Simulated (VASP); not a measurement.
Here is a VASP 6.6.1 calculation.

Contents of POSCAR:

```
CuO
1.0
    2.0462008530     -2.0440043968      0.1588831489
    2.0462008530      2.0440043968      0.1588831489
   -0.3995630078      0.0000000000      5.1129691498
Cu O
2 2
Direct
    0.5000000000      0.0000000000      0.5000000000
    0.0000000000      0.5000000000      0.0000000000
    0.4998687083      0.5001312917      0.7500000000
    0.5001312917      0.4998687083      0.2500000000
```

Contents of INCAR.step1:

```
SYSTEM = CuO
ALGO = Normal ; EDIFF = 1E-4
ENCUT = 520 ; GGA = PE
ISMEAR = -1 ; LASPH = .True.
LCHARG = .False. ; LDAU = .True.
LDAUJ = 0 0 ; LDAUL = 2 -1
LDAUTYPE = 2 ; LDAUU = 1 0
LMAXMIX = 4 ; LREAL = .False.
LWAVE = .True. ; NBANDS = 25
NELM = 150 ; PREC = Accurate
SIGMA = 0.05
```

Contents of INCAR.step2:

```
SYSTEM = CuO
ALGO = Normal ; EDIFF = 1E-6
ENCUT = 520 ; ISIF = 2
ISMEAR = -1 ; ISTART = 1
LASPH = .True. ; LCHARG = .False.
LDAU = .True. ; LDAUJ = 0 0
LDAUL = 2 -1 ; LDAUPRINT = 1
LDAUTYPE = 2 ; LDAUU = 1 0
LMAXMIX = 4 ; LMIXTAU = .True.
LREAL = .False. ; LWAVE = .False.
METAGGA = R2SCAN ; NBANDS = 25
NELM = 150 ; PREC = Accurate
SIGMA = 0.05
```

KPOINTS

```
k-points
0
Gamma
  10 10 5
  0 0 0
```

Potentials or basis: VASP PAW PBE potentials, release 64 (Cu, O).

Run with:

```bash
$ cat potpaw_PBE.64/Cu/POTCAR potpaw_PBE.64/O/POTCAR > POTCAR
$ cp INCAR.step1 INCAR
$ mpirun -np 1 vasp_std > vasp.out
$ cp INCAR.step2 INCAR
$ mpirun -np 1 vasp_std > vasp.out
```

**Question.** Estimate the pressure.

**Answer.** 0.0 GPa.

**Question.** Predict the band gap on the k mesh.

**Answer.** Zero (bands 17 and 18 overlap by 0.96 eV).

Stress tensor (GPa, compression positive):
```
-0.09  0.00  0.00
 0.00 -0.07  0.00
 0.00  0.00  0.03
```

Caveat: the PAW data sets were made with another functional, which shifts forces and pressure a little; U without spin polarisation on a metal has little footing.
